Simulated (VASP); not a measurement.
Crystal: Mg2ZnS3.

```
CELL_PARAMETERS angstrom
0.05577 -0.08212 -6.41292
0.10890 6.72480 0.08807
5.83857 -3.26807 -0.09585
ATOMIC_POSITIONS crystal
Mg 0.49317 0.50187 0.66531
Mg 0.47615 0.84991 0.34329
Mg 0.98142 0.51400 0.32141
Mg 0.96033 0.17019 0.65579
Zn 0.49535 0.17971 0.01475
Zn 0.99057 0.85132 0.02020
S 0.62905 0.83177 0.98309
S 0.63354 0.15114 0.70036
S 0.61456 0.47910 0.31091
S 0.12816 0.15999 0.01325
S 0.15625 0.50803 0.66369
S 0.12145 0.80297 0.30796
```

```yaml
Program: VASP 6.6.1
Task: relaxation of cell and atoms
Functional: PBE
Potentials_or_basis: VASP PAW PBE potentials, release 64 (Mg, Zn, S)
Cutoff: 600 eV
k_mesh: 2 × 2 × 2
Occupations: gaussian, width 0.1 eV
Spin: no spin polarisation
```

At the start: pressure 5.5 GPa; volume 21.17 Å³/atom.

How do energy, volume and symmetry change on relaxing?

Over 18 steps the energy falls by 177.4 meV/atom and the volume is 22.10 Å³/atom (+4.4 %); space group P1 (No. 1, to 0.1 Å) before, Cmc2_1 (No. 36, to 0.1 Å).

The path:
```tsv
step	energy change (eV)	largest force (eV/Å)	pressure (GPa)	volume (Å³)
1	0.0000	3.9483	5.50	254.01
2	-1.5627	0.9685	-3.01	281.39
3	-1.6055	1.0971	-2.04	276.01
4	-1.9263	0.5218	-0.50	267.36
5	-1.9973	0.4109	0.90	261.25
6	-2.0665	0.3186	0.15	264.37
7	-2.0853	0.3173	-0.43	267.04
8	-2.1097	0.2223	-0.01	265.10
9	-2.1153	0.1547	0.33	263.65
10	-2.1233	0.0942	-0.08	265.44
11	-2.1236	0.0937	-0.16	265.81
12	-2.1263	0.0533	0.01	265.04
13	-2.1265	0.0553	0.09	264.72
14	-2.1278	0.0470	-0.01	265.17
15	-2.1280	0.0451	-0.08	265.49
16	-2.1286	0.0338	0.04	264.96
17	-2.1286	0.0340	0.05	264.91
18	-2.1290	0.0209	-0.01	265.18
```

Final structure:
```
Mg Zn S
1.0
    -0.00187    0.00381   -6.42841
    -0.00303    6.89673    0.00476
     5.98270   -3.45007   -0.00375
Mg Zn S
4 2 6
Cartesian
  4.0109 1.1584 -3.1905
  1.9799 4.6008 -3.1894
  1.9665 2.2991 -6.4047
  3.9987 -1.1541 -6.4081
  0.0034 1.1237 -3.1820
  5.9708 2.3302 -6.3952
  0.0053 5.8150 -4.0218
  4.0515 -1.1886 -3.9419
  1.9382 2.2584 -3.9386
  5.9766 -2.3653 -0.8160
  4.0390 1.1891 -0.7233
  1.9247 4.6386 -0.7242
```

Caveat: the k points lie up to 0.53 Å⁻¹ apart in the final cell.
